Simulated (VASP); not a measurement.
# Zr8HC8 (a cell with a defect) in VASP: single point with PBE

Aim: the single point of Zr8HC8 (a cell with a defect) with PBE.

Program: VASP 6.6.1. These are calculated values, not measurements. Logs are shortened: lines on timing, memory, paths and dates and some standing lists are left out, and cuts for length are marked.

## Step 1: The cell of the first run

The cell holds a defect, 17 atoms: a = 6.659 Å, b = 6.659 Å, c = 6.659 Å, α = 60.00°, β = 60.00°, γ = 60.00°.

## Step 2: Single point, PBE

INCAR

```
  PREC = Accurate
  ENCUT = 520
  EDIFF = 1E-6
  ISMEAR = 0
  SIGMA = 0.1
  LREAL = Auto
  LASPH = T
  NELM = 80
  ALGO = Normal
  ISIF = 2
  LWAVE = F
  LCHARG = F
  GGA = PE
  NBANDS = 78
```

KPOINTS

```
regular mesh
0
Gamma
  4 4 4
```

POSCAR

```
Zr8HC8
1.0
    0.0000000000      4.7086682164     -4.7086682164
    4.7086682164      4.7086682164      0.0000000000
    4.7086682164      0.0000000000     -4.7086682164
Zr C H
8 8 1
Direct
    0.4999987028      0.5013787108     -0.0013770348
    0.5028687287     -0.0000369531     -0.0014152622
    0.9985785330      0.5042663638     -0.0014212087
    0.9985878775     -0.0000344046     -0.0014120766
    0.5000005080      0.5013798789      0.5000002956
    0.4999994461      0.0000005309      0.4999996585
    0.9986235564      0.5013780737      0.4999987028
    0.9985687638     -0.0000533059      0.5029179996
    0.2516060690      0.7451836355      0.2516039452
    0.2516064937      0.2529856523      0.2516060690
    0.7501870673      0.7515704733      0.2480533659
    0.7438097863      0.2529826790      0.2516045823
    0.2480474194      0.7515702609      0.7501921643
    0.2516046885      0.2529823605      0.7438081935
    0.7501885539      0.7515715352      0.7501938632
    0.7501883415      0.2494272151      0.7501940756
    1.1245813586      0.1260591048      1.1247882111
```

Potentials or basis: VASP PAW PBE potentials, release 64 (Zr_sv, C, H).

Run with:

```
> cat potpaw_PBE.64/Zr_sv/POTCAR potpaw_PBE.64/C/POTCAR potpaw_PBE.64/H/POTCAR > POTCAR
> mpirun -np 1 vasp_std > vasp.out
```

OUTCAR:

```text
PREC = Accurate
   ENCUT = 520
   EDIFF = 1E-6
   ISMEAR = 0
   LREAL = Auto
   LASPH = T
   NELM = 80
   ISIF = 2
   GGA = PE

 ion  position               nearest neighbor table
   1  0.500  0.501  0.999-  10 2.34   9 2.34  12 2.34  16 2.36  13 2.36  15 2.36   5 3.32   6 3.32
                             7 3.32   3 3.33   4 3.33   2 3.33   2 3.33   4 3.33   3 3.33   7 3.34
   2  0.503  1.000  0.999-  17 2.06  15 2.34  16 2.34  11 2.34  14 2.38   9 2.38  10 2.38   8 3.30
                             3 3.30   4 3.30   6 3.33   5 3.33   1 3.33   1 3.33   5 3.33   6 3.33
   3  0.999  0.504  0.999-  17 2.06  13 2.34  15 2.34  11 2.34  12 2.38  14 2.38  10 2.38   8 3.30
                             2 3.30   4 3.30   7 3.33   1 3.33   5 3.33   5 3.33   1 3.33   7 3.33
   4  0.999  1.000  0.999-  17 2.06  13 2.34  16 2.34  11 2.34  14 2.38  12 2.38   9 2.38   8 3.30
                             3 3.30   2 3.30   1 3.33   7 3.33   6 3.33   6 3.33   7 3.33   1 3.33
   5  0.500  0.501  0.500-   9 2.34  12 2.34  14 2.34  11 2.36  16 2.36  13 2.36   6 3.32   1 3.32
                             7 3.32   2 3.33   8 3.33   3 3.33   3 3.33   2 3.33   8 3.33   7 3.34
   6  0.500  0.000  0.500-  10 2.34  14 2.34  12 2.34  11 2.36  13 2.36  15 2.36   5 3.32   1 3.32
                             7 3.32   8 3.33   2 3.33   4 3.33   4 3.33   2 3.33   8 3.33   7 3.34
   7  0.999  0.501  0.500-  10 2.34   9 2.34  14 2.34  11 2.36  16 2.36  15 2.36   5 3.32   6 3.32
                             1 3.32   3 3.33   4 3.33   8 3.33   4 3.33   8 3.33   3 3.33   1 3.34
   8  0.999  1.000  0.503-  17 2.06  13 2.34  15 2.34  16 2.34  12 2.38  10 2.38   9 2.38   3 3.30
                             2 3.30   4 3.30   6 3.33   7 3.33   5 3.33   5 3.33   7 3.33   6 3.33
   9  0.252  0.745  0.252-   1 2.34   7 2.34   5 2.34   4 2.38   2 2.38   8 2.38
  10  0.252  0.253  0.252-   7 2.34   1 2.34   6 2.34   2 2.38   3 2.38   8 2.38
  11  0.750  0.752  0.248-   3 2.34   2 2.34   4 2.34   6 2.36   5 2.36   7 2.36
  12  0.744  0.253  0.252-   6 2.34   1 2.34   5 2.34   4 2.38   3 2.38   8 2.38
  13  0.248  0.752  0.750-   8 2.34   3 2.34   4 2.34   1 2.36   5 2.36   6 2.36
  14  0.252  0.253  0.744-   6 2.34   7 2.34   5 2.34   4 2.38   2 2.38   3 2.38
  15  0.750  0.752  0.750-   8 2.34   3 2.34   2 2.34   1 2.36   6 2.36   7 2.36
  16  0.750  0.249  0.750-   8 2.34   2 2.34   4 2.34   1 2.36   5 2.36   7 2.36
  17  0.125  0.126  0.125-   8 2.06   3 2.06   4 2.06   2 2.06

  LATTYP: Found a face centered cubic cell.
 ALAT       =     9.4173364328

  Lattice vectors:

 A1 = (   0.0000000000,   4.7086682164,  -4.7086682164)
 A2 = (   4.7086682164,   4.7086682164,   0.0000000000)
 A3 = (   4.7086682164,   0.0000000000,  -4.7086682164)

Analysis of symmetry for initial positions (statically):
=====================================================================
 Subroutine PRICEL returns:
 Original cell was already a primitive cell.

 Routine SETGRP: Setting up the symmetry group for a
 face centered cubic supercell.

 Subroutine GETGRP returns: Found  1 space group operations
 (whereof  1 operations were pure point group operations)
 out of a pool of 48 trial point group operations.

The static configuration has the point symmetry C_1 .

Analysis of symmetry for dynamics (positions and initial velocities):
=====================================================================
 Subroutine PRICEL returns:
 Original cell was already a primitive cell.

 Routine SETGRP: Setting up the symmetry group for a
 face centered cubic supercell.

 Subroutine GETGRP returns: Found  1 space group operations
 (whereof  1 operations were pure point group operations)
 out of a pool of 48 trial point group operations.

The dynamic configuration has the point symmetry C_1 .

 Subroutine INISYM returns: Found  1 space group operations
 (whereof  1 operations are pure point group operations),
 and found     1 'primitive' translations

----------------------------------------------------------------------------------------

                                     Primitive cell

  volume of cell :     208.7970

  direct lattice vectors                    reciprocal lattice vectors
     0.000000000  4.708668216 -4.708668216    -0.106187138  0.106187138 -0.106187138
     4.708668216  4.708668216  0.000000000     0.106187138  0.106187138  0.106187138
     4.708668216  0.000000000 -4.708668216     0.106187138 -0.106187138 -0.106187138

  length of vectors
     6.659062452  6.659062452  6.659062452     0.183921518  0.183921518  0.183921518

  position of ions in fractional coordinates (direct lattice)
     0.499998703  0.501378711  0.998622965
     0.502868729  0.999963047  0.998584738
     0.998578533  0.504266364  0.998578791
     0.998587878  0.999965595  0.998587923
     0.500000508  0.501379879  0.500000296
     0.499999446  0.000000531  0.499999659
[... 9 lines left out ...]
     0.750188341  0.249427215  0.750194076
     0.124581359  0.126059105  0.124788211

  ion indices of the primitive-cell ions
   primitive index   ion index
                 1           1
                 2           2
                 3           3
                 4           4
                 5           5
                 6           6
[... 9 lines left out ...]
                16          16
                17          17

----------------------------------------------------------------------------------------

 KPOINTS: regular mesh

Automatic generation of k-mesh.
 Grid dimensions read from file:
 generate k-points for:    4    4    4

 Generating k-lattice:

  Cartesian coordinates                     Fractional coordinates (reciprocal lattice)
    -0.026546784  0.026546784 -0.026546784     0.250000000  0.000000000  0.000000000
     0.026546784  0.026546784  0.026546784     0.000000000  0.250000000  0.000000000
     0.026546784 -0.026546784 -0.026546784     0.000000000  0.000000000  0.250000000

  Length of vectors
     0.045980379  0.045980379  0.045980379

  Shift w.r.t. Gamma in fractional coordinates (k-lattice)
     0.000000000  0.000000000  0.000000000

 Subroutine IBZKPT returns following result:
 ===========================================

 Found     36 irreducible k-points:

 Following reciprocal coordinates:
            Coordinates               Weight
  0.000000  0.000000  0.000000      1.000000
  0.250000  0.000000  0.000000      2.000000
  0.000000  0.250000  0.000000      2.000000
  0.000000  0.000000  0.250000      2.000000
  0.250000  0.250000  0.250000      2.000000
  0.500000  0.000000  0.000000      1.000000
[... 16 lines left out ...]
  0.250000  0.500000  0.500000      2.000000
  0.500000  0.000000  0.250000      2.000000
 [... further k-points ...]
   k-points           NKPTS =     36   k-points in BZ     NKDIM =     36   number of bands    NBANDS=     78
   number of dos      NEDOS =    301   number of ions     NIONS =     17
   total plane-waves  NPLWV = 125000
   dimension x,y,z NGX =    50 NGY =   50 NGZ =   50
   dimension x,y,z NGXF=   100 NGYF=  100 NGZF=  100
   ions per type =               8   8   1
   NGX,Y,Z   is equivalent  to a cutoff of  12.48, 12.48, 12.48 a.u.
   NGXF,Y,Z  is equivalent  to a cutoff of  24.97, 24.97, 24.97 a.u.
 SYSTEM =  unknown system
   PREC   = accura    normal or accurate (medium, high low for compatibility)
   ISTART =      0    job   : 0-new  1-cont  2-samecut
   ICHARG =      2    charge: 1-file 2-atom 10-const
   ISPIN  =      1    spin polarized calculation?
   LNONCOLLINEAR =      F non collinear calculations
   LSORBIT =      F    spin-orbit coupling
   LASPH  =      T    aspherical Exc in radial PAW
   ENCUT  =  520.0 eV  38.22 Ry    6.18 a.u.  12.38 12.38 12.38*2*pi/ulx,y,z
   NELM   =     80;   NELMIN=  2; NELMDL= -5     # of ELM steps
   EDIFF  = 0.1E-05   stopping-criterion for ELM
   LREAL  =      T    real-space projection
   EDIFFG = 0.1E-04   stopping-criterion for IOM
   NSW    =      0    number of steps for IOM
   IBRION =     -1    ionic relax: 0-MD 1-quasi-New 2-CG
   NFREE  =      0    steps in history (QN), initial steepest desc. (CG)
   ISIF   =      2    stress and relaxation
   ISYM   =      2    0-nonsym 1-usesym 2-fastsym
   POTIM  = 0.5000    time-step for ionic-motion
   TEBEG  =    0.0;   TEEND  =   0.0 temperature during run
   PSTRESS=    0.0 pullay stress
   NELECT =     129.0000    total number of electrons
   NUPDOWN=      -1.0000    fix difference up-down
   EMIN   =  10.00;   EMAX   =-10.00  energy-range for DOS
   EFERMI =   0.00;   METHOD = LEGACY
   ISMEAR =     0;   SIGMA  =   0.10  broadening in eV -4-tet -1-fermi 0-gaus
   EFERMI_NEDOS =   21; number of points for ismear=-14 and -15
   IALGO  =     38    algorithm
   IMIX   =      4    mixing-type and parameters
     AMIX     =   0.40;   BMIX     =  1.00
     AMIX_MAG =   1.60;   BMIX_MAG =  1.00
  volume/ion in A,a.u.               =      12.28        82.88
  Fermi-wavevector in a.u.,A,eV,Ry     =   1.394323  2.634888 26.451575  1.944136
  Thomas-Fermi vector in A             =   2.517883
   LORBIT       =      0    0 simple, 1 ext, 2 COOP (PROOUT), +10 PAW based schemes
   GGA     = PE    functional components
   LHFCALC =     F    Hartree Fock is set to
   AEXX    =    0.0000 exact exchange contribution
   IVDW    =     0    specifies the selected vdW correction
   LEPSILON=     F    determine dielectric tensor
   LRPA    =     F    only Hartree local field effects (RPA)
 non-spin polarized calculation
 Gauss-broadening in eV      SIGMA  =   0.10
  energy-cutoff  :      520.00
  volume of cell :      208.80
 maximum number of plane-waves:      5658
 NGX is ok and might be reduce to    50
   NGX = 25   NGY = 25   NGZ = 25

 number of electron     128.9999998 magnetization

 Free energy of the ion-electron system (eV)
  ---------------------------------------------------
  ext. energy  EPLUGINS =         0.00000000
  ---------------------------------------------------
  free energy    TOTEN  =      -157.79286530 eV

  energy without entropy =     -157.76508050  energy(sigma->0) =     -157.77897290

 E-fermi :   9.8780     XC(G=0): -12.1643

 val. band max:        9.7026255282   @ k =   0.2500   0.2500   0.2500
 cond. band min:       9.8903863850   @ k =   0.0000   0.2500   0.5000
 fundamental gap:      0.1877608567
 Fermi energy:         9.8780344181

 k-point     1 :       0.0000    0.0000    0.0000
  band No.  band energies     occupation
      1     -38.4973      2.00000
      2     -38.4048      2.00000
      3     -38.4048      2.00000
      4     -38.4047      2.00000
      5     -38.3816      2.00000
      6     -38.3390      2.00000
[... 68 lines left out ...]
     75      14.0123      0.00000
     76      14.0266      0.00000

 k-point     2 :       0.2500    0.0000    0.0000
  band No.  band energies     occupation
      1     -38.4839      2.00000
      2     -38.4151      2.00000
      3     -38.4028      2.00000
      4     -38.4027      2.00000
      5     -38.3793      2.00000
      6     -38.3446      2.00000
[... 68 lines left out ...]
     75      13.3705      0.00000
     76      13.3706      0.00000

 k-point     3 :       0.0000    0.2500    0.0000
  band No.  band energies     occupation
      1     -38.4839      2.00000
      2     -38.4151      2.00000
      3     -38.4028      2.00000
      4     -38.4027      2.00000
      5     -38.3793      2.00000
      6     -38.3447      2.00000
[... 1648 lines left out ...]
     75      13.1037      0.00000
     76      13.6294      0.00000

 k-point    24 :       0.5000    0.0000    0.2500
  band No.  band energies     occupation
      1     -38.4560      2.00000
      2     -38.4285      2.00000
      3     -38.4079      2.00000
      4     -38.4028      2.00000
      5     -38.3735      2.00000
      6     -38.3615      2.00000
[... 68 lines left out ...]
     75      13.1038      0.00000
     76      13.6291      0.00000

 [... further k-points ...]

 [bands above 76 left out]

------------------------ aborting loop because EDIFF is reached ----------------------------------------

  FORCE on cell =-STRESS in cart. coord.  units (eV):
  Direction    XX          YY          ZZ          XY          YZ          ZX
  --------------------------------------------------------------------------------------
  -------------------------------------------------------------------------------------
  Total        2.5373615      2.5373195      2.5373284      0.0068622      0.0151824      0.0071172
  in kB       19.4701212     19.4697995     19.4698675      0.0526563      0.1165006      0.0546132
  external PRESSURE =      19.4699294 kB  Pullay stress =       0.0000000 kB

 VOLUME and BASIS-vectors are now :
 -----------------------------------------------------------------------------
  energy-cutoff  :      520.00
  volume of cell :      208.80
      direct lattice vectors                 reciprocal lattice vectors
     0.000000000  4.708668216 -4.708668216    -0.106187138  0.106187138 -0.106187138
     4.708668216  4.708668216  0.000000000     0.106187138  0.106187138  0.106187138
     4.708668216  0.000000000 -4.708668216     0.106187138 -0.106187138 -0.106187138

 POSITION                                       TOTAL-FORCE (eV/Angst)
 -----------------------------------------------------------------------------------
      7.06301      4.71515     -7.05651        -0.001873     -0.000914     -0.001150
      9.41050      7.07634     -7.06985         0.000188     -0.001051     -0.000102
      7.07640      7.07640     -9.40395        -0.001481     -0.001756     -0.001685
      9.41053      9.41053     -9.40404        -0.000079     -0.000385     -0.000732
      4.71517      4.71517     -4.70867        -0.001284     -0.001286     -0.001676
      2.35434      2.35433     -4.70866        -0.001679     -0.001632     -0.001868
[... 9 lines left out ...]
      4.70688      4.70686     -7.06480         0.000876      0.000698      0.000491
      1.18116      1.18018     -1.17420        -0.002257     -0.000206     -0.000216
 -----------------------------------------------------------------------------------
    total drift:                                0.013010      0.012761      0.012654

  FREE ENERGIE OF THE ION-ELECTRON SYSTEM (eV)
  ---------------------------------------------------
  free  energy   TOTEN  =      -157.7928652999 eV

  energy  without entropy=     -157.7650805004  energy(sigma->0) =     -157.77897290
```

Wall time 21 min (1 thread of Intel Xeon Platinum 8259CL at 2.50GHz (Skylake/Cascade Lake), shared host); peak memory 0.57 GiB.

What came out:

```
Free energy            : -157.7929 eV
Pressure               : 1.9 GPa
Largest force          : 0.010 eV/Å
Band gap on the k mesh : zero (an odd number of electrons rules out a gap without spin polarisation)
```

Forces on the atoms (eV/Å):
```
Zr  -0.002 -0.001 -0.001
Zr   0.000 -0.001  0.000
Zr  -0.001 -0.002 -0.002
Zr   0.000  0.000 -0.001
Zr  -0.001 -0.001 -0.002
Zr  -0.002 -0.002 -0.002
Zr  -0.001 -0.002 -0.001
Zr  -0.001  0.000  0.000
C   -0.003 -0.004 -0.004
C    0.005  0.005 -0.007
C   -0.003  0.006  0.006
C    0.005 -0.007  0.005
C    0.006 -0.003  0.006
C   -0.007  0.005  0.005
C    0.006  0.006 -0.003
C    0.001  0.001  0.000
H   -0.002  0.000  0.000
```

Levels at points of the mesh, in eV from the Fermi level:
| k point | band 62 | band 63 | band 64 | band 65 | band 66 | band 67 |
| --- | --- | --- | --- | --- | --- | --- |
| (0.00, 0.00, 0.00) | -0.19 | -0.19 | -0.19 | 0.65 | 0.65 | 0.65 |
| (0.50, 0.00, 0.00) | -1.98 | -1.98 | -1.96 | 0.32 | 1.16 | 1.29 |
| (0.00, 0.50, 0.00) | -1.98 | -1.98 | -1.96 | 0.32 | 1.16 | 1.29 |
| (0.00, 0.00, 0.50) | -1.98 | -1.98 | -1.96 | 0.32 | 1.16 | 1.29 |
| (0.50, 0.50, 0.50) | -1.98 | -1.98 | -1.96 | 0.32 | 1.16 | 1.29 |
| (0.50, 0.50, 0.00) | -0.91 | -0.70 | -0.70 | -0.63 | -0.63 | 2.27 |
| (0.00, 0.50, 0.50) | -0.91 | -0.70 | -0.70 | -0.63 | -0.63 | 2.27 |
| (0.50, 0.00, 0.50) | -0.91 | -0.70 | -0.70 | -0.63 | -0.63 | 2.27 |
